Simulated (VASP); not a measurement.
# TiSb2N3 (R-3m) in VASP: further runs, part 2 of 2

VASP 6.6.1. Earlier steps stand in the parts before.

### 3 Single point, PBE

This run uses another cell than the first one, of 14.36 Å³/atom.

INCAR

```
SYSTEM = TiSb2N3
PREC = Accurate
ENCUT = 520
EDIFF = 1E-6
ISMEAR = 0
SIGMA = 0.1
LREAL = .False.
LASPH = .True.
NELM = 80
ALGO = Normal
ISIF = 2
LWAVE = .False.
LCHARG = .True.
GGA = PE
LELF = .True.
LVHAR = .True.
NBANDS = 28
```

KPOINTS

```
Automatic mesh
0
Gamma
  6 6 6
  0 0 0
```

POSCAR

```
TiSb2N3
1.0
    2.9203076394      1.6860404017      2.9167071419
   -2.9203076394      1.6860404017      2.9167071419
    0.0000000000     -3.3720808034      2.9167071419
Ti Sb N
1 2 3
Direct
    0.0000000000      0.0000000000      0.0000000000
    0.6847503301      0.6847503301      0.6847503301
    0.3152496699      0.3152496699      0.3152496699
    0.0000000000      0.0000000000      0.5000000000
    0.5000000000      0.0000000000      0.0000000000
    0.0000000000      0.5000000000      0.0000000000
```

Potentials or basis: VASP PAW PBE potentials, release 64 (Ti_sv, Sb, N).

Launch:

```sh
$ cat potpaw_PBE.64/Ti_sv/POTCAR potpaw_PBE.64/Sb/POTCAR potpaw_PBE.64/N/POTCAR > POTCAR
$ mpirun -np 1 vasp_std > vasp.out
```

OUTCAR:

```text
SYSTEM = TiSb2N3
   PREC = Accurate
   ENCUT = 520
   EDIFF = 1E-6
   ISMEAR = 0
   LREAL = .False.
   LASPH = .True.
   NELM = 80
   ISIF = 2
   GGA = PE

 ion  position               nearest neighbor table
   1  0.000  0.000  0.000-   4 2.23   4 2.23   6 2.23   5 2.23   6 2.23   5 2.23   2 2.76   3 2.76

   2  0.685  0.685  0.685-   4 2.13   5 2.13   6 2.13   1 2.76   3 3.23   3 3.39   3 3.39   3 3.39

   3  0.315  0.315  0.315-   4 2.13   5 2.13   6 2.13   1 2.76   2 3.23   2 3.39   2 3.39   2 3.39

   4  0.000  0.000  0.500-   2 2.13   3 2.13   1 2.23   1 2.23
   5  0.500  0.000  0.000-   2 2.13   3 2.13   1 2.23   1 2.23
   6  0.000  0.500  0.000-   2 2.13   3 2.13   1 2.23   1 2.23

  LATTYP: Found a trigonal (rhomboedric) cell.
 ALAT       =     4.4584873552
 COS(alpha) =     0.1419509275

  Lattice vectors:

 A1 = (   2.9203076394,   1.6860404017,   2.9167071419)
 A2 = (  -2.9203076394,   1.6860404017,   2.9167071419)
 A3 = (   0.0000000000,  -3.3720808034,   2.9167071419)

Analysis of symmetry for initial positions (statically):
=====================================================================
 Subroutine PRICEL returns:
 Original cell was already a primitive cell.

 Routine SETGRP: Setting up the symmetry group for a
 trigonal (rhombohedral) supercell.

 Subroutine GETGRP returns: Found 12 space group operations
 (whereof 12 operations were pure point group operations)
 out of a pool of 12 trial point group operations.

The static configuration has the point symmetry D_3d.

Analysis of symmetry for dynamics (positions and initial velocities):
=====================================================================
 Subroutine PRICEL returns:
 Original cell was already a primitive cell.

 Routine SETGRP: Setting up the symmetry group for a
 trigonal (rhombohedral) supercell.

 Subroutine GETGRP returns: Found 12 space group operations
 (whereof 12 operations were pure point group operations)
 out of a pool of 12 trial point group operations.

The dynamic configuration has the point symmetry D_3d.

 Subroutine INISYM returns: Found 12 space group operations
 (whereof 12 operations are pure point group operations),
 and found     1 'primitive' translations

----------------------------------------------------------------------------------------

                                     Primitive cell

  volume of cell :      86.1669

  direct lattice vectors                    reciprocal lattice vectors
     2.920307639  1.686040402  2.916707142     0.171214838  0.098850933  0.114284128
    -2.920307639  1.686040402  2.916707142    -0.171214838  0.098850933  0.114284128
     0.000000000 -3.372080803  2.916707142     0.000000000 -0.197701866  0.114284128

  length of vectors
     4.458487355  4.458487355  4.458487355     0.228356935  0.228356935  0.228356935

  position of ions in fractional coordinates (direct lattice)
     0.000000000  0.000000000  0.000000000
     0.684750330  0.684750330  0.684750330
     0.315249670  0.315249670  0.315249670
     0.000000000  0.000000000  0.500000000
     0.500000000  0.000000000  0.000000000
     0.000000000  0.500000000  0.000000000

  ion indices of the primitive-cell ions
   primitive index   ion index
[... 26 lines left out ...]
     0.000000000  0.000000000  0.000000000

 Subroutine IBZKPT returns following result:
 ===========================================

 Found     32 irreducible k-points:

 Following reciprocal coordinates:
            Coordinates               Weight
  0.000000  0.000000  0.000000      1.000000
  0.166667  0.000000 -0.000000      6.000000
  0.333333  0.000000 -0.000000      6.000000
  0.500000  0.000000 -0.000000      3.000000
  0.166667  0.166667 -0.000000      6.000000
  0.333333  0.166667 -0.000000     12.000000
[... 16 lines left out ...]
  0.500000  0.500000  0.166667      6.000000
 -0.333333  0.500000  0.166667     12.000000
 [... further k-points ...]
   k-points           NKPTS =     32   k-points in BZ     NKDIM =     32   number of bands    NBANDS=     28
   number of dos      NEDOS =    301   number of ions     NIONS =      6
   total plane-waves  NPLWV =  46656
   dimension x,y,z NGX =    36 NGY =   36 NGZ =   36
   dimension x,y,z NGXF=    72 NGYF=   72 NGZF=   72
   ions per type =               1   2   3
   NGX,Y,Z   is equivalent  to a cutoff of  13.42, 13.42, 13.42 a.u.
   NGXF,Y,Z  is equivalent  to a cutoff of  26.85, 26.85, 26.85 a.u.
 SYSTEM =  TiSb2N3
   PREC   = accura    normal or accurate (medium, high low for compatibility)
   ISTART =      0    job   : 0-new  1-cont  2-samecut
   ICHARG =      2    charge: 1-file 2-atom 10-const
   ISPIN  =      1    spin polarized calculation?
   LNONCOLLINEAR =      F non collinear calculations
   LSORBIT =      F    spin-orbit coupling
   LASPH  =      T    aspherical Exc in radial PAW
   ENCUT  =  520.0 eV  38.22 Ry    6.18 a.u.   8.29  8.29  8.29*2*pi/ulx,y,z
   NELM   =     80;   NELMIN=  2; NELMDL= -5     # of ELM steps
   EDIFF  = 0.1E-05   stopping-criterion for ELM
   LREAL  =      F    real-space projection
   EDIFFG = 0.1E-04   stopping-criterion for IOM
   NSW    =      0    number of steps for IOM
   IBRION =     -1    ionic relax: 0-MD 1-quasi-New 2-CG
   NFREE  =      0    steps in history (QN), initial steepest desc. (CG)
   ISIF   =      2    stress and relaxation
   ISYM   =      2    0-nonsym 1-usesym 2-fastsym
   POTIM  = 0.5000    time-step for ionic-motion
   TEBEG  =    0.0;   TEEND  =   0.0 temperature during run
   PSTRESS=    0.0 pullay stress
   NELECT =      37.0000    total number of electrons
   NUPDOWN=      -1.0000    fix difference up-down
   EMIN   =  10.00;   EMAX   =-10.00  energy-range for DOS
   EFERMI =   0.00;   METHOD = LEGACY
   ISMEAR =     0;   SIGMA  =   0.10  broadening in eV -4-tet -1-fermi 0-gaus
   EFERMI_NEDOS =   21; number of points for ismear=-14 and -15
   IALGO  =     38    algorithm
   IMIX   =      4    mixing-type and parameters
     AMIX     =   0.40;   BMIX     =  1.00
     AMIX_MAG =   1.60;   BMIX_MAG =  1.00
  volume/ion in A,a.u.               =      14.36        96.91
  Fermi-wavevector in a.u.,A,eV,Ry     =   1.235080  2.333963 20.754644  1.525423
  Thomas-Fermi vector in A             =   2.369744
   LORBIT       =      0    0 simple, 1 ext, 2 COOP (PROOUT), +10 PAW based schemes
   GGA     = PE    functional components
   LHFCALC =     F    Hartree Fock is set to
   AEXX    =    0.0000 exact exchange contribution
   IVDW    =     0    specifies the selected vdW correction
   LEPSILON=     F    determine dielectric tensor
   LRPA    =     F    only Hartree local field effects (RPA)
 non-spin polarized calculation
 Gauss-broadening in eV      SIGMA  =   0.10
  energy-cutoff  :      520.00
  volume of cell :       86.17
 maximum number of plane-waves:      2345
 NGX is ok and might be reduce to    36
   NGX = 17   NGY = 17   NGZ = 17

 number of electron      36.9999999 magnetization

 Free energy of the ion-electron system (eV)
  ---------------------------------------------------
  ext. energy  EPLUGINS =         0.00000000
  ---------------------------------------------------
  free energy    TOTEN  =       -40.10372624 eV

  energy without entropy =      -40.09343217  energy(sigma->0) =      -40.09857921

 E-fermi :   9.1344     XC(G=0): -11.1279

 val. band max:        9.0186067400   @ k =  -0.1667   0.3333   0.1667
 cond. band min:       9.1465005603   @ k =  -0.3333   0.1667   0.1667
 fundamental gap:      0.1278938203
 Fermi energy:         9.1344063254

 k-point     1 :       0.0000    0.0000    0.0000
  band No.  band energies     occupation
      1     -49.0917      2.00000
      2     -25.3427      2.00000
      3     -25.3427      2.00000
      4     -25.3099      2.00000
      5      -8.1956      2.00000
      6      -5.3616      2.00000
[... 733 lines left out ...]
     27      13.2744      0.00000
     28      14.5729      0.00000

 [... further k-points ...]
[... 5 lines left out ...]
  --------------------------------------------------------------------------------------
  -------------------------------------------------------------------------------------
  Total        0.0105512      0.0105512      0.0484611     -0.0000000      0.0000000      0.0000000
  in kB        0.1961879      0.1961879      0.9010801     -0.0000000      0.0000000      0.0000000
  external PRESSURE =       0.4311520 kB  Pullay stress =       0.0000000 kB

 VOLUME and BASIS-vectors are now :
 -----------------------------------------------------------------------------
  energy-cutoff  :      520.00
  volume of cell :       86.17
      direct lattice vectors                 reciprocal lattice vectors
     2.920307639  1.686040402  2.916707142     0.171214838  0.098850933  0.114284128
    -2.920307639  1.686040402  2.916707142    -0.171214838  0.098850933  0.114284128
     0.000000000 -3.372080803  2.916707142     0.000000000 -0.197701866  0.114284128

 POSITION                                       TOTAL-FORCE (eV/Angst)
 -----------------------------------------------------------------------------------
      0.00000      0.00000      0.00000        -0.000000     -0.000000     -0.000000
      0.00000      0.00000      5.99165        -0.000000     -0.000000     -0.057736
      0.00000      0.00000      2.75847        -0.000000     -0.000000      0.057736
      0.00000     -1.68604      1.45835         0.000000      0.000000      0.000000
      1.46015      0.84302      1.45835        -0.000000      0.000000      0.000000
     -1.46015      0.84302      1.45835         0.000000     -0.000000     -0.000000
 -----------------------------------------------------------------------------------
    total drift:                               -0.000000      0.000000     -0.000000

  FREE ENERGIE OF THE ION-ELECTRON SYSTEM (eV)
  ---------------------------------------------------
  free  energy   TOTEN  =       -40.1037262396 eV

  energy  without entropy=      -40.0934321713  energy(sigma->0) =      -40.09857921
```

Wall time 44 s (1 thread of Intel Xeon 6975P-C (Granite Rapids), shared host); peak memory 0.24 GiB.

What came out:

- Free energy: -40.1037 eV
- Pressure: 0.0 GPa
- Largest force: 0.058 eV/Å
- Band gap on the k mesh: zero (an odd number of electrons rules out a gap without spin polarisation)

Forces in eV/Å, atoms in the order of the input:
```
Ti   0.000  0.000  0.000
Sb   0.000  0.000 -0.058
Sb   0.000  0.000  0.058
N    0.000  0.000  0.000
N    0.000  0.000  0.000
N    0.000  0.000  0.000
```

Levels at points of the mesh, in eV from the Fermi level:
```csv
k point,band 14,band 15,band 16,band 17,band 18,band 19,band 20,band 21,band 22,band 23
"(0.00, 0.00, 0.00)",-3.53,-1.72,-1.72,-1.61,-1.52,-1.51,-1.51,-1.06,0.47,0.47
"(0.50, 0.00, 0.00)",-3.58,-3.46,-2.71,-1.91,-1.70,-0.31,0.60,1.03,1.36,1.50
"(0.50, 0.50, 0.00)",-4.38,-3.95,-3.33,-2.38,-1.82,0.69,1.00,1.02,1.37,1.70
"(0.50, 0.50, 0.50)",-4.44,-2.45,-2.45,-1.10,-0.88,0.87,1.11,1.11,1.34,2.89
```

Caveat: spin-orbit coupling is left out, which moves the levels of the heavy elements.
